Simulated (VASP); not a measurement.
# Ir (Fm-3m) in VASP: further runs

Ir is run at these levels: PBE+D3(BJ); tasks: single point.

Program: VASP 6.6.1. These are calculated values, not measurements. Logs are shortened: lines on timing, memory, paths and dates and some standing lists are left out, and cuts for length are marked.

### 1 The cell of the first run

The structure is cubic, space group Fm-3m (No. 225). Conventional cell: a = 3.847 Å, b = 3.847 Å, c = 3.847 Å, α = 90.00°, β = 90.00°, γ = 90.00°. Ir (site symmetry m-3m) has 12 Ir at 2.72 Å within 3.6 Å.

### 2 Single point, PBE+D3(BJ)

The input, INCAR:

```
PREC = Accurate
ENCUT = 520
EDIFF = 1E-7
ISMEAR = -1
SIGMA = 0.05
LREAL = F
LASPH = T
NELM = 80
ALGO = Normal
ISIF = 2
LWAVE = F
LCHARG = F
GGA = PE
IVDW = 12
NBANDS = 10
```

The input, KPOINTS:

```
regular mesh
0
Gamma
  12 12 12
```

The input, POSCAR:

```
Ir
1.0
    0.0000000000      1.9235379486      1.9235379486
    1.9235379486      0.0000000000      1.9235379486
    1.9235379486      1.9235379486      0.0000000000
Ir
1
Direct
    0.0000000000      0.0000000000      0.0000000000
```

Potentials or basis: VASP PAW PBE potentials, release 64 (Ir).

Run with:

```bash
$ cat potpaw_PBE.64/Ir/POTCAR > POTCAR
$ mpirun -np 1 vasp_std > vasp.out
```

OUTCAR:

```text
PREC = Accurate
   ENCUT = 520
   EDIFF = 1E-7
   ISMEAR = -1
   LREAL = F
   LASPH = T
   NELM = 80
   ISIF = 2
   GGA = PE
   IVDW = 12
 IVDW          = 12

 ion  position               nearest neighbor table
   1  0.000  0.000  0.000-

  LATTYP: Found a face centered cubic cell.
 ALAT       =     3.8470758972

  Lattice vectors:

 A1 = (   0.0000000000,   1.9235379486,   1.9235379486)
 A2 = (   1.9235379486,   0.0000000000,   1.9235379486)
 A3 = (   1.9235379486,   1.9235379486,   0.0000000000)

Analysis of symmetry for initial positions (statically):
[... 5 lines left out ...]
 face centered cubic supercell.

 Subroutine GETGRP returns: Found 48 space group operations
 (whereof 48 operations were pure point group operations)
 out of a pool of 48 trial point group operations.

The static configuration has the point symmetry O_h .

Analysis of symmetry for dynamics (positions and initial velocities):
[... 5 lines left out ...]
 face centered cubic supercell.

 Subroutine GETGRP returns: Found 48 space group operations
 (whereof 48 operations were pure point group operations)
 out of a pool of 48 trial point group operations.

The dynamic configuration has the point symmetry O_h .

 Subroutine INISYM returns: Found 48 space group operations
 (whereof 48 operations are pure point group operations),
 and found     1 'primitive' translations

----------------------------------------------------------------------------------------

                                     Primitive cell

  volume of cell :      14.2342

  direct lattice vectors                    reciprocal lattice vectors
     0.000000000  1.923537949  1.923537949    -0.259937684  0.259937684  0.259937684
     1.923537949  0.000000000  1.923537949     0.259937684 -0.259937684  0.259937684
     1.923537949  1.923537949  0.000000000     0.259937684  0.259937684 -0.259937684

  length of vectors
     2.720293455  2.720293455  2.720293455     0.450225276  0.450225276  0.450225276

  position of ions in fractional coordinates (direct lattice)
     0.000000000  0.000000000  0.000000000

  ion indices of the primitive-cell ions
   primitive index   ion index
                 1           1

----------------------------------------------------------------------------------------

 KPOINTS: regular mesh

Automatic generation of k-mesh.
 Grid dimensions read from file:
 generate k-points for:   12   12   12

 Generating k-lattice:

  Cartesian coordinates                     Fractional coordinates (reciprocal lattice)
    -0.021661474  0.021661474  0.021661474     0.083333333  0.000000000  0.000000000
     0.021661474 -0.021661474  0.021661474     0.000000000  0.083333333  0.000000000
     0.021661474  0.021661474 -0.021661474     0.000000000  0.000000000  0.083333333

  Length of vectors
     0.037518773  0.037518773  0.037518773

  Shift w.r.t. Gamma in fractional coordinates (k-lattice)
     0.000000000  0.000000000  0.000000000

 Subroutine IBZKPT returns following result:
 ===========================================

 Found     72 irreducible k-points:

 Following reciprocal coordinates:
            Coordinates               Weight
  0.000000  0.000000  0.000000      1.000000
  0.083333  0.000000  0.000000      8.000000
  0.166667  0.000000  0.000000      8.000000
  0.250000  0.000000  0.000000      8.000000
  0.333333  0.000000  0.000000      8.000000
  0.416667  0.000000  0.000000      8.000000
[... 16 lines left out ...]
  0.500000  0.166667  0.000000     24.000000
 -0.416667  0.166667  0.000000     24.000000
 [... further k-points ...]
   k-points           NKPTS =     72   k-points in BZ     NKDIM =     72   number of bands    NBANDS=     10
   number of dos      NEDOS =    301   number of ions     NIONS =      1
   total plane-waves  NPLWV =   8000
   dimension x,y,z NGX =    20 NGY =   20 NGZ =   20
   dimension x,y,z NGXF=    40 NGYF=   40 NGZF=   40
   ions per type =               1
   NGX,Y,Z   is equivalent  to a cutoff of  12.22, 12.22, 12.22 a.u.
   NGXF,Y,Z  is equivalent  to a cutoff of  24.45, 24.45, 24.45 a.u.
 SYSTEM =  unknown system
   PREC   = accura    normal or accurate (medium, high low for compatibility)
   ISTART =      0    job   : 0-new  1-cont  2-samecut
   ICHARG =      2    charge: 1-file 2-atom 10-const
   ISPIN  =      1    spin polarized calculation?
   LNONCOLLINEAR =      F non collinear calculations
   LSORBIT =      F    spin-orbit coupling
   LASPH  =      T    aspherical Exc in radial PAW
   ENCUT  =  520.0 eV  38.22 Ry    6.18 a.u.   5.06  5.06  5.06*2*pi/ulx,y,z
   NELM   =     80;   NELMIN=  2; NELMDL= -5     # of ELM steps
   EDIFF  = 0.1E-06   stopping-criterion for ELM
   LREAL  =      F    real-space projection
   EDIFFG = 0.1E-05   stopping-criterion for IOM
   NSW    =      0    number of steps for IOM
   IBRION =     -1    ionic relax: 0-MD 1-quasi-New 2-CG
   NFREE  =      0    steps in history (QN), initial steepest desc. (CG)
   ISIF   =      2    stress and relaxation
   ISYM   =      2    0-nonsym 1-usesym 2-fastsym
   POTIM  = 0.5000    time-step for ionic-motion
   TEBEG  =    0.0;   TEEND  =   0.0 temperature during run
   PSTRESS=    0.0 pullay stress
   NELECT =       9.0000    total number of electrons
   NUPDOWN=      -1.0000    fix difference up-down
   EMIN   =  10.00;   EMAX   =-10.00  energy-range for DOS
[... 5 lines left out ...]
     AMIX     =   0.40;   BMIX     =  1.00
     AMIX_MAG =   1.60;   BMIX_MAG =  1.00
  volume/ion in A,a.u.               =      14.23        96.06
  Fermi-wavevector in a.u.,A,eV,Ry     =   1.405114  2.655281 26.862601  1.974345
  Thomas-Fermi vector in A             =   2.527608
   LORBIT       =      0    0 simple, 1 ext, 2 COOP (PROOUT), +10 PAW based schemes
   GGA     = PE    functional components
   LHFCALC =     F    Hartree Fock is set to
   AEXX    =    0.0000 exact exchange contribution
   IVDW    =    12    specifies the selected vdW correction
   LEPSILON=     F    determine dielectric tensor
   LRPA    =     F    only Hartree local field effects (RPA)
 non-spin polarized calculation
  energy-cutoff  :      520.00
  volume of cell :       14.23
 maximum number of plane-waves:       392
   NGX = 11   NGY = 11   NGZ = 11

 number of electron       9.0000000 magnetization

 Free energy of the ion-electron system (eV)
  ---------------------------------------------------
  ext. energy  EPLUGINS =         0.00000000
  ---------------------------------------------------
  free energy    TOTEN  =        -8.86396431 eV

  energy without entropy =       -8.85913692  energy(sigma->0) =       -8.86155062

 E-fermi :  10.3284     XC(G=0): -13.9524

 val. band max:       10.3117282359   @ k =  -0.3333   0.3333   0.0000
 cond. band min:      10.3292120179   @ k =  -0.2500   0.0833   0.0000
 fundamental gap:      0.0174837820
 Fermi energy:        10.3284492828

 k-point     1 :       0.0000    0.0000    0.0000
  band No.  band energies     occupation
      1      -0.7534      2.00000
      2       6.4488      2.00000
      3       6.4488      2.00000
      4       6.4488      2.00000
      5       9.1086      2.00000
      6       9.1086      2.00000
      7      24.6411      0.00000
      8      30.1862      0.00000
      9      30.1862      0.00000
     10      30.1862      0.00000

 k-point     2 :       0.0833    0.0000    0.0000
  band No.  band energies     occupation
      1      -0.4490      2.00000
      2       6.2918      2.00000
      3       6.5776      2.00000
      4       6.5776      2.00000
      5       9.0293      2.00000
      6       9.0293      2.00000
      7      25.1591      0.00000
      8      28.7457      0.00000
      9      30.6860      0.00000
     10      30.6860      0.00000

 k-point     3 :       0.1667    0.0000    0.0000
  band No.  band energies     occupation
      1       0.3870      2.00000
      2       5.9751      2.00000
      3       6.8391      2.00000
      4       6.8391      2.00000
      5       8.9547      2.00000
      6       8.9547      2.00000
      7      26.2132      0.00000
      8      26.6101      0.00000
      9      32.0799      0.00000
     10      32.0799      0.00000

 k-point     4 :       0.2500    0.0000    0.0000
  band No.  band energies     occupation
      1       1.4450      2.00000
      2       5.9430      2.00000
      3       6.8873      2.00000
      4       6.8873      2.00000
      5       9.2912      2.00000
      6       9.2912      2.00000
      7      24.0619      0.00000
      8      27.0400      0.00000
      9      33.9306      0.00000
     10      33.9312      0.00000

 k-point     5 :       0.3333    0.0000    0.0000
  band No.  band energies     occupation
      1       2.1228      2.00000
      2       6.6651      2.00000
      3       6.6651      2.00000
      4       6.8266      2.00000
      5      10.0717      1.98829
      6      10.0717      1.98829
      7      21.5316      0.00000
      8      25.7904      0.00000
      9      32.8183      0.00000
     10      32.8183      0.00000

 k-point     6 :       0.4167    0.0000    0.0000
  band No.  band energies     occupation
      1       2.2685      2.00000
      2       6.4344      2.00000
      3       6.4344      2.00000
      4       8.5170      2.00000
      5      10.8524      0.00006
      6      10.8524      0.00006
      7      18.8740      0.00000
      8      24.5822      0.00000
      9      30.8007      0.00000
     10      30.8007      0.00000

 k-point     7 :       0.5000    0.0000    0.0000
  band No.  band energies     occupation
      1       2.2647      2.00000
      2       6.3443      2.00000
      3       6.3443      2.00000
      4       9.5542      2.00000
      5      11.1821      0.00000
      6      11.1821      0.00000
      7      17.5008      0.00000
      8      24.1795      0.00000
      9      30.0389      0.00000
     10      30.0389      0.00000

 k-point     8 :       0.0833    0.0833    0.0000
  band No.  band energies     occupation
      1      -0.3465      2.00000
      2       6.1432      2.00000
      3       6.6790      2.00000
      4       6.6790      2.00000
      5       8.7575      2.00000
      6       9.2287      2.00000
      7      25.3435      0.00000
      8      29.1596      0.00000
      9      30.3284      0.00000
     10      30.3284      0.00000

 k-point     9 :       0.1667    0.0833    0.0000
  band No.  band energies     occupation
      1       0.3205      2.00000
      2       5.8074      2.00000
      3       6.9448      2.00000
      4       6.9662      2.00000
      5       8.4592      2.00000
      6       9.3291      2.00000
      7      26.3958      0.00000
      8      27.4209      0.00000
      9      30.8190      0.00000
     10      31.4607      0.00000
[... 118 lines left out ...]
 k-point    19 :       0.1667    0.1667    0.0000
  band No.  band energies     occupation
      1       0.7826      2.00000
      2       5.3877      2.00000
      3       7.3569      2.00000
      4       7.3569      2.00000
      5       7.9152      2.00000
      6       9.5667      2.00000
      7      27.2382      0.00000
      8      28.2545      0.00000
      9      30.1828      0.00000
     10      30.1828      0.00000

 k-point    20 :       0.2500    0.1667    0.0000
  band No.  band energies     occupation
      1       1.6555      2.00000
      2       5.0031      2.00000
      3       7.1190      2.00000
      4       7.7223      2.00000
      5       8.3402      2.00000
      6       9.8685      1.99980
      7      26.7084      0.00000
      8      28.3926      0.00000
      9      29.8309      0.00000
     10      30.5245      0.00000

 k-point    21 :       0.3333    0.1667    0.0000
  band No.  band energies     occupation
      1       2.6009      2.00000
      2       4.9618      2.00000
      3       6.5121      2.00000
      4       7.7395      2.00000
      5       9.6594      2.00000
      6      10.4722      0.10688
      7      23.9892      0.00000
      8      27.7897      0.00000
      9      29.2470      0.00000
     10      31.1062      0.00000

 k-point    22 :       0.4167    0.1667    0.0000
  band No.  band energies     occupation
      1       3.0471      2.00000
      2       5.5332      2.00000
      3       6.2220      2.00000
      4       7.5109      2.00000
      5      11.1008      0.00000
      6      11.4495      0.00000
      7      20.7145      0.00000
      8      26.5108      0.00000
      9      28.5593      0.00000
     10      30.6722      0.00000

 k-point    23 :       0.5000    0.1667    0.0000
  band No.  band energies     occupation
      1       3.1308      2.00000
      2       5.5678      2.00000
      3       7.0027      2.00000
      4       7.2740      2.00000
      5      11.2611      0.00000
      6      13.4618      0.00000
      7      17.8143      0.00000
      8      25.7736      0.00000
      9      28.5752      0.00000
     10      29.0861      0.00000

 k-point    24 :      -0.4167    0.1667    0.0000
  band No.  band energies     occupation
      1       3.2007      2.00000
      2       5.5926      2.00000
      3       7.1626      2.00000
      4       7.3390      2.00000
      5      10.7434      0.00050
      6      14.0512      0.00000
      7      17.4918      0.00000
      8      25.5830      0.00000
      9      27.8122      0.00000
     10      29.8065      0.00000

 [... further k-points ...]

------------------------ aborting loop because EDIFF is reached ----------------------------------------

 Edisp (eV)   -0.73043

 E8    (eV) :    -0.3406

  FORCE on cell =-STRESS in cart. coord.  units (eV):
  Direction    XX          YY          ZZ          XY          YZ          ZX
  --------------------------------------------------------------------------------------
  -------------------------------------------------------------------------------------
  Total      -0.14939    -0.14939    -0.14939     0.00000     0.00000    -0.00000
  in kB     -16.81467   -16.81467   -16.81467     0.00000     0.00000    -0.00000
  external pressure =      -16.81 kB  Pullay stress =        0.00 kB

 VOLUME and BASIS-vectors are now :
 -----------------------------------------------------------------------------
  energy-cutoff  :      520.00
  volume of cell :       14.23
      direct lattice vectors                 reciprocal lattice vectors
     0.000000000  1.923537949  1.923537949    -0.259937684  0.259937684  0.259937684
     1.923537949  0.000000000  1.923537949     0.259937684 -0.259937684  0.259937684
     1.923537949  1.923537949  0.000000000     0.259937684  0.259937684 -0.259937684

 POSITION                                       TOTAL-FORCE (eV/Angst)
 -----------------------------------------------------------------------------------
      0.00000      0.00000      0.00000        -0.000000     -0.000000     -0.000000
 -----------------------------------------------------------------------------------
    total drift:                                0.000000     -0.000000     -0.000000

  FREE ENERGIE OF THE ION-ELECTRON SYSTEM (eV)
  ---------------------------------------------------
  free  energy   TOTEN  =        -9.5943920809 eV

  energy  without entropy=       -9.5895646930  energy(sigma->0) =       -9.59197839
```

Run time: 7.5 s. Hardware: 1 thread of Intel Xeon Platinum 8259CL at 2.50GHz (Skylake/Cascade Lake), shared host; peak memory 0.14 GiB.

Results:

```yaml
Free_energy: -9.5944 eV
Pressure: -1.7 GPa
Dispersion_energy_per_atom: -0.730 eV
```

Caveat: three body term missing; spin-orbit coupling is left out, which moves the levels of the heavy elements; pairwise dispersion overbinds metals, which lowers pressure and volume.

### 3 Single point, PBE+D3(BJ)

This run uses another cell than the first one, of 14.06 Å³/atom, 0.988 times its volume.

Changes to INCAR since step 2:

```diff
@@ -8,3 +8,3 @@
 NELM = 80
-ALGO = Normal
+ALGO = Fast
 ISIF = 2
```

The input, KPOINTS:

```
Automatic mesh
0
Gamma
  12 12 12
```

The input, POSCAR:

```
Ir
1.0
    0.0000000000      1.9156000000      1.9156000000
    1.9156000000      0.0000000000      1.9156000000
    1.9156000000      1.9156000000      0.0000000000
Ir
1
Direct
    0.0000000000      0.0000000000      0.0000000000
```

Potentials or basis: VASP PAW PBE potentials, release 64 (Ir).

Run with:

```bash
$ cat potpaw_PBE.64/Ir/POTCAR > POTCAR
$ mpirun -np 1 vasp_std > vasp.out
```

Run time: 12 s. Hardware: 1 thread of Intel Xeon Platinum 8259CL at 2.50GHz (Skylake/Cascade Lake), shared host; peak memory 0.14 GiB.

The run converged. Its results:

- Free energy: -9.5936 eV
- Pressure: 3.0 GPa
- Dispersion energy per atom: -0.740 eV

Levels at points of the mesh, in eV from the Fermi level:
```
           k point  band 1  band 2  band 3  band 4  band 5  band 6  band 7  band 8
(0.00, 0.00, 0.00)  -11.22   -3.96   -3.96   -3.96   -1.24   -1.24   14.28   19.90
(0.50, 0.00, 0.00)   -8.20   -4.07   -4.07   -0.81    0.87    0.87    7.30   13.83
(0.50, 0.50, 0.00)   -8.02   -7.44    0.84    1.46    1.46    1.67   10.57   11.71
```

Caveat: three body term missing; spin-orbit coupling is left out, which moves the levels of the heavy elements; pairwise dispersion overbinds metals, which lowers pressure and volume.
